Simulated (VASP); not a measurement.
# H (P4/mmm) in VASP: notebook

H is run at these levels: PBE, PBEsol, LDA; tasks: single point.

Everything below comes from runs of VASP 6.6.1. Logs are shortened: lines on timing, memory, paths and dates and some standing lists are left out, and cuts for length are marked.

## 1. The cell of the first run

It takes space group P4/mmm (No. 123, tetragonal). The conventional cell has a = 2.517 Å, b = 2.517 Å, c = 0.931 Å, α = 90.00°, β = 90.00°, γ = 90.00°. Within 1.3 Å of H (site symmetry 4/mmm) lie 2 H at 0.93 Å.

## 2. Single point, PBE

INCAR reads:

```
SYSTEM = H
ALGO = Normal ; EDIFF = 1E-6
ENCUT = 500 ; GGA = PE
GGA_COMPAT = .False. ; ISIF = 2
ISMEAR = 0 ; LASPH = .True.
LCHARG = .False. ; LREAL = .False.
LWAVE = .False. ; NBANDS = 6
NELM = 120 ; PREC = Accurate
SIGMA = 0.1
```

KPOINTS reads:

```
k-points
0
Gamma
  8 8 22
  0 0 0
```

POSCAR reads:

```
H
1.0
    2.5167897625      0.0000000000      0.0000000000
    0.0000000000      2.5167897625      0.0000000000
    0.0000000000      0.0000000000      0.9313324519
H
1
Direct
    0.0000000000      0.0000000000      0.5000000000
```

Potentials or basis: VASP PAW PBE potentials, release 64 (H).

Started as:

```console
> cat potpaw_PBE.64/H/POTCAR > POTCAR
> mpirun -np 1 vasp_std > vasp.out
```

OUTCAR:

```text
SYSTEM = H
   EDIFF = 1E-6
   ENCUT = 500
   GGA = PE
   ISIF = 2
   ISMEAR = 0
   LASPH = .True.
   LREAL = .False.
   NELM = 120
   PREC = Accurate

 ion  position               nearest neighbor table
   1  0.000  0.000  0.500-

  LATTYP: Found a simple tetragonal cell.
 ALAT       =     2.5167897625
 C/A-ratio  =     0.3700477751

  Lattice vectors:

 A1 = (   2.5167897625,   0.0000000000,   0.0000000000)
 A2 = (   0.0000000000,   2.5167897625,   0.0000000000)
 A3 = (   0.0000000000,   0.0000000000,   0.9313324519)

Analysis of symmetry for initial positions (statically):
=====================================================================
 Subroutine PRICEL returns:
 Original cell was already a primitive cell.

 Routine SETGRP: Setting up the symmetry group for a
 simple tetragonal supercell.

 Subroutine GETGRP returns: Found 16 space group operations
 (whereof 16 operations were pure point group operations)
 out of a pool of 16 trial point group operations.

The static configuration has the point symmetry D_4h.

Analysis of symmetry for dynamics (positions and initial velocities):
=====================================================================
 Subroutine PRICEL returns:
 Original cell was already a primitive cell.

 Routine SETGRP: Setting up the symmetry group for a
 simple tetragonal supercell.

 Subroutine GETGRP returns: Found 16 space group operations
 (whereof 16 operations were pure point group operations)
 out of a pool of 16 trial point group operations.

The dynamic configuration has the point symmetry D_4h.

 Subroutine INISYM returns: Found 16 space group operations
 (whereof 16 operations are pure point group operations),
 and found     1 'primitive' translations

----------------------------------------------------------------------------------------

                                     Primitive cell

  volume of cell :       5.8993

  direct lattice vectors                    reciprocal lattice vectors
     2.516789763  0.000000000  0.000000000     0.397331559  0.000000000  0.000000000
     0.000000000  2.516789763  0.000000000     0.000000000  0.397331559  0.000000000
     0.000000000  0.000000000  0.931332452     0.000000000  0.000000000  1.073730436

  length of vectors
     2.516789763  2.516789763  0.931332452     0.397331559  0.397331559  1.073730436

  position of ions in fractional coordinates (direct lattice)
     0.000000000  0.000000000  0.500000000

  ion indices of the primitive-cell ions
   primitive index   ion index
                 1           1

----------------------------------------------------------------------------------------

 KPOINTS: k-points

Automatic generation of k-mesh.
 Grid dimensions read from file:
 generate k-points for:    8    8   22

 Generating k-lattice:

  Cartesian coordinates                     Fractional coordinates (reciprocal lattice)
     0.049666445  0.000000000  0.000000000     0.125000000  0.000000000  0.000000000
     0.000000000  0.049666445  0.000000000     0.000000000  0.125000000  0.000000000
     0.000000000  0.000000000  0.048805929     0.000000000  0.000000000  0.045454545

  Length of vectors
     0.049666445  0.049666445  0.048805929

  Shift w.r.t. Gamma in fractional coordinates (k-lattice)
     0.000000000  0.000000000  0.000000000

 Subroutine IBZKPT returns following result:
 ===========================================

 Found    180 irreducible k-points:

 Following reciprocal coordinates:
            Coordinates               Weight
  0.000000  0.000000  0.000000      1.000000
  0.125000  0.000000  0.000000      4.000000
  0.250000  0.000000  0.000000      4.000000
  0.375000  0.000000  0.000000      4.000000
  0.500000  0.000000  0.000000      2.000000
  0.125000  0.125000  0.000000      4.000000
[... 16 lines left out ...]
  0.375000  0.125000  0.045455     16.000000
  0.500000  0.125000  0.045455      8.000000
 [... further k-points ...]
   k-points           NKPTS =    180   k-points in BZ     NKDIM =    180   number of bands    NBANDS=      6
   number of dos      NEDOS =    301   number of ions     NIONS =      1
   total plane-waves  NPLWV =   2592
   dimension x,y,z NGX =    18 NGY =   18 NGZ =    8
   dimension x,y,z NGXF=    36 NGYF=   36 NGZF=   16
   ions per type =               1
   NGX,Y,Z   is equivalent  to a cutoff of  11.89, 11.89, 14.28 a.u.
   NGXF,Y,Z  is equivalent  to a cutoff of  23.78, 23.78, 28.56 a.u.
 SYSTEM =  H
   PREC   = accura    normal or accurate (medium, high low for compatibility)
   ISTART =      0    job   : 0-new  1-cont  2-samecut
   ICHARG =      2    charge: 1-file 2-atom 10-const
   ISPIN  =      1    spin polarized calculation?
   LNONCOLLINEAR =      F non collinear calculations
   LSORBIT =      F    spin-orbit coupling
   LASPH  =      T    aspherical Exc in radial PAW
   ENCUT  =  500.0 eV  36.75 Ry    6.06 a.u.   4.59  4.59  1.70*2*pi/ulx,y,z
   NELM   =    120;   NELMIN=  2; NELMDL= -5     # of ELM steps
   EDIFF  = 0.1E-05   stopping-criterion for ELM
   LREAL  =      F    real-space projection
   EDIFFG = 0.1E-04   stopping-criterion for IOM
   NSW    =      0    number of steps for IOM
   IBRION =     -1    ionic relax: 0-MD 1-quasi-New 2-CG
   NFREE  =      0    steps in history (QN), initial steepest desc. (CG)
   ISIF   =      2    stress and relaxation
   ISYM   =      2    0-nonsym 1-usesym 2-fastsym
   POTIM  = 0.5000    time-step for ionic-motion
   TEBEG  =    0.0;   TEEND  =   0.0 temperature during run
   PSTRESS=    0.0 pullay stress
   NELECT =       1.0000    total number of electrons
   NUPDOWN=      -1.0000    fix difference up-down
   EMIN   =  10.00;   EMAX   =-10.00  energy-range for DOS
   EFERMI =   0.00;   METHOD = LEGACY
   ISMEAR =     0;   SIGMA  =   0.10  broadening in eV -4-tet -1-fermi 0-gaus
   EFERMI_NEDOS =   21; number of points for ismear=-14 and -15
   IALGO  =     38    algorithm
   IMIX   =      4    mixing-type and parameters
     AMIX     =   0.40;   BMIX     =  1.00
     AMIX_MAG =   1.60;   BMIX_MAG =  1.00
  volume/ion in A,a.u.               =       5.90        39.81
  Fermi-wavevector in a.u.,A,eV,Ry     =   0.906029  1.712146 11.168860  0.820888
  Thomas-Fermi vector in A             =   2.029667
   LORBIT       =      0    0 simple, 1 ext, 2 COOP (PROOUT), +10 PAW based schemes
   GGA     = PE    functional components
   LHFCALC =     F    Hartree Fock is set to
   AEXX    =    0.0000 exact exchange contribution
   IVDW    =     0    specifies the selected vdW correction
   LEPSILON=     F    determine dielectric tensor
   LRPA    =     F    only Hartree local field effects (RPA)
 non-spin polarized calculation
 Gauss-broadening in eV      SIGMA  =   0.10
  energy-cutoff  :      500.00
  volume of cell :        5.90
 maximum number of plane-waves:       159
   NGX =  9   NGY =  9   NGZ =  3

 number of electron       1.0000000 magnetization

 Free energy of the ion-electron system (eV)
  ---------------------------------------------------
  ext. energy  EPLUGINS =         0.00000000
  ---------------------------------------------------
  free energy    TOTEN  =        -2.99228940 eV

  energy without entropy =       -2.99228940  energy(sigma->0) =       -2.99228940

 E-fermi :  -0.5909     XC(G=0):  -7.2430

 val. band max:       -0.9826261959   @ k =   0.5000   0.5000   0.2273
 cond. band min:      -0.1802986489   @ k =   0.0000   0.0000   0.2727
 fundamental gap:      0.8023275470
 Fermi energy:        -0.5908946734

 k-point     1 :       0.0000    0.0000    0.0000
  band No.  band energies     occupation
      1     -12.9573      2.00000
      2       9.8304      0.00000
      3      16.0689      0.00000
      4      16.0689      0.00000
      5      19.2633      0.00000
      6      39.1181      0.00000

 k-point     2 :       0.1250    0.0000    0.0000
  band No.  band energies     occupation
      1     -12.7477      2.00000
      2       8.1324      0.00000
      3      15.2999      0.00000
      4      16.3909      0.00000
      5      22.8998      0.00000
      6      34.5241      0.00000

 k-point     3 :       0.2500    0.0000    0.0000
  band No.  band energies     occupation
      1     -12.1892      2.00000
      2       5.0082      0.00000
      3      15.6397      0.00000
      4      17.3179      0.00000
      5      29.1341      0.00000
      6      30.2003      0.00000

 k-point     4 :       0.3750    0.0000    0.0000
  band No.  band energies     occupation
      1     -11.5309      2.00000
      2       2.5224      0.00000
      3      16.5743      0.00000
      4      18.6409      0.00000
      5      26.8761      0.00000
      6      27.3042      0.00000

 k-point     5 :       0.5000    0.0000    0.0000
  band No.  band energies     occupation
      1     -11.2161      2.00000
      2       1.5718      0.00000
      3      17.1310      0.00000
      4      19.4733      0.00000
      5      25.5681      0.00000
      6      25.7369      0.00000
[... 136 lines left out ...]
 k-point    21 :       0.1250    0.1250    0.0455
  band No.  band energies     occupation
      1     -12.1857      2.00000
      2       7.8677      0.00000
      3      12.6817      0.00000
      4      20.3018      0.00000
      5      24.7924      0.00000
      6      29.9375      0.00000

 k-point    22 :       0.2500    0.1250    0.0455
  band No.  band energies     occupation
      1     -11.6374      2.00000
      2       5.5349      0.00000
      3      12.0672      0.00000
      4      22.3345      0.00000
      5      25.4611      0.00000
      6      30.1375      0.00000

 k-point    23 :       0.3750    0.1250    0.0455
  band No.  band energies     occupation
      1     -10.9925      2.00000
      2       3.2023      0.00000
      3      12.9367      0.00000
      4      21.9031      0.00000
      5      23.9167      0.00000
      6      33.6667      0.00000

 k-point    24 :       0.5000    0.1250    0.0455
  band No.  band energies     occupation
      1     -10.6859      2.00000
      2       2.2817      0.00000
      3      13.5838      0.00000
      4      20.5094      0.00000
      5      24.5963      0.00000
      6      32.2526      0.00000

 [... further k-points ...]
[... 5 lines left out ...]
  --------------------------------------------------------------------------------------
  -------------------------------------------------------------------------------------
  Total        0.1393968      0.1393968      0.7229306      0.0000000      0.0000000      0.0000000
  in kB       37.8586234     37.8586234    196.3399019      0.0000000      0.0000000      0.0000000
  external PRESSURE =      90.6857162 kB  Pullay stress =       0.0000000 kB

 VOLUME and BASIS-vectors are now :
 -----------------------------------------------------------------------------
  energy-cutoff  :      500.00
  volume of cell :        5.90
      direct lattice vectors                 reciprocal lattice vectors
     2.516789763  0.000000000  0.000000000     0.397331559  0.000000000  0.000000000
     0.000000000  2.516789763  0.000000000     0.000000000  0.397331559  0.000000000
     0.000000000  0.000000000  0.931332452     0.000000000  0.000000000  1.073730436

 POSITION                                       TOTAL-FORCE (eV/Angst)
 -----------------------------------------------------------------------------------
      0.00000      0.00000      0.46567         0.000000      0.000000      0.000000
 -----------------------------------------------------------------------------------
    total drift:                                0.000000      0.000000      0.000000

  FREE ENERGIE OF THE ION-ELECTRON SYSTEM (eV)
  ---------------------------------------------------
  free  energy   TOTEN  =        -2.9922893968 eV

  energy  without entropy=       -2.9922893968  energy(sigma->0) =       -2.99228940
```

Wall time 2.5 s (1 thread of Intel Xeon Platinum 8481C at 2.70GHz (Sapphire Rapids), shared host); peak memory 0.1 GiB.

Results:

```yaml
Free_energy: -2.9923 eV
Pressure: 9.1 GPa
```

Stress tensor (GPa, compression positive):
```
 3.79  0.00  0.00
 0.00  3.79  0.00
 0.00  0.00 19.63
```

Levels at points of the mesh, in eV from the Fermi level:
```tsv
k point	band 1	band 2	band 3	band 4
(0.00, 0.00, 0.00)	-12.37	10.42	16.66	16.66
(0.50, 0.00, 0.00)	-10.63	2.16	17.72	20.06
(0.50, 0.50, 0.00)	-9.23	6.44	6.44	10.18
(0.00, 0.00, 0.50)	26.96	34.36	51.52	56.93
(0.50, 0.00, 0.50)	28.05	37.03	45.35	45.69
(0.50, 0.50, 0.50)	28.92	39.26	49.55	49.55
```

## 3. Single point, PBEsol

This run uses another cell than the first one, of 6.95 Å³/atom, 1.179 times its volume.

INCAR reads:

```
ALGO = Normal
EDIFF = 1E-6
ENCUT = 500
GGA = PS
GGA_COMPAT = F
ISIF = 2
ISMEAR = 1
LASPH = T
LCHARG = F
LREAL = F
LWAVE = F
NBANDS = 6
NELM = 120
PREC = Accurate
SIGMA = 0.23
```

KPOINTS reads:

```
k-points
0
Gamma
  8 8 22
```

POSCAR reads:

```
H
1.0
    2.6584415901      0.0000000000      0.0000000000
    0.0000000000      2.6584415901      0.0000000000
    0.0000000000      0.0000000000      0.9837503955
H
1
Direct
    0.0000000000      0.0000000000      0.5000000000
```

Potentials or basis: VASP PAW PBE potentials, release 64 (H).

Started as:

```console
> cat potpaw_PBE.64/H/POTCAR > POTCAR
> mpirun -np 1 vasp_std > vasp.out
```

OUTCAR:

```text
EDIFF = 1E-6
   ENCUT = 500
   GGA = PS
   ISIF = 2
   ISMEAR = 1
   LASPH = T
   LREAL = F
   NELM = 120
   PREC = Accurate

 ion  position               nearest neighbor table
   1  0.000  0.000  0.500-

  LATTYP: Found a simple tetragonal cell.
 ALAT       =     2.6584415901
 C/A-ratio  =     0.3700477750

  Lattice vectors:

 A1 = (   2.6584415901,   0.0000000000,   0.0000000000)
 A2 = (   0.0000000000,   2.6584415901,   0.0000000000)
 A3 = (   0.0000000000,   0.0000000000,   0.9837503955)

Analysis of symmetry for initial positions (statically):
=====================================================================
 Subroutine PRICEL returns:
 Original cell was already a primitive cell.

 Routine SETGRP: Setting up the symmetry group for a
 simple tetragonal supercell.

 Subroutine GETGRP returns: Found 16 space group operations
 (whereof 16 operations were pure point group operations)
 out of a pool of 16 trial point group operations.

The static configuration has the point symmetry D_4h.

Analysis of symmetry for dynamics (positions and initial velocities):
=====================================================================
[... 152 lines left out ...]
  ---------------------------------------------------
  free energy    TOTEN  =        -2.95792751 eV

  energy without entropy =       -2.95806914  energy(sigma->0) =       -2.95797472

 E-fermi :  -1.7580     XC(G=0):  -6.9551

 val. band max:       -1.8640495630   @ k =   0.5000   0.5000   0.2273
 cond. band min:      -0.9889872534   @ k =   0.0000   0.0000   0.2727
 fundamental gap:      0.8750623096
 Fermi energy:        -1.7579949177

 k-point     1 :       0.0000    0.0000    0.0000
  band No.  band energies     occupation
      1     -12.4225      2.00000
      2       8.1790      0.00000
      3      13.9768      0.00000
      4      13.9768      0.00000
      5      16.8536      0.00000
      6      34.4995      0.00000
[... 199 lines left out ...]
 k-point    24 :       0.5000    0.1250    0.0455
  band No.  band energies     occupation
      1     -10.4860      2.00000
      2       1.6641     -0.00000
      3      11.6653      0.00000
      4      18.0173      0.00000
      5      21.4996      0.00000
      6      28.5367      0.00000

 [... further k-points ...]
[... 5 lines left out ...]
  --------------------------------------------------------------------------------------
  -------------------------------------------------------------------------------------
  Total        0.0542148      0.0542148      0.0245052      0.0000000      0.0000000     -0.0000000
  in kB       12.4936581     12.4936581      5.6471656      0.0000000      0.0000000     -0.0000000
  external PRESSURE =      10.2114939 kB  Pullay stress =       0.0000000 kB

 VOLUME and BASIS-vectors are now :
 -----------------------------------------------------------------------------
  energy-cutoff  :      500.00
  volume of cell :        6.95
      direct lattice vectors                 reciprocal lattice vectors
     2.658441590  0.000000000  0.000000000     0.376160230  0.000000000  0.000000000
     0.000000000  2.658441590  0.000000000     0.000000000  0.376160230  0.000000000
     0.000000000  0.000000000  0.983750395     0.000000000  0.000000000  1.016518016

 POSITION                                       TOTAL-FORCE (eV/Angst)
 -----------------------------------------------------------------------------------
      0.00000      0.00000      0.49188         0.000000      0.000000      0.000000
 -----------------------------------------------------------------------------------
    total drift:                               -0.000000      0.000000      0.000000

  FREE ENERGIE OF THE ION-ELECTRON SYSTEM (eV)
  ---------------------------------------------------
  free  energy   TOTEN  =        -2.9579275132 eV

  energy  without entropy=       -2.9580691446  energy(sigma->0) =       -2.95797472
```

It took 2.8 s on 1 thread of Intel Xeon Platinum 8481C at 2.70GHz (Sapphire Rapids), shared host; peak memory 0.11 GiB.

Results:

```yaml
Free_energy: -2.9579 eV
Pressure: 1.0 GPa
```

Caveat: the PAW data sets were made with another functional, which shifts forces and pressure a little.

(Part 1 of 2 ends here.)
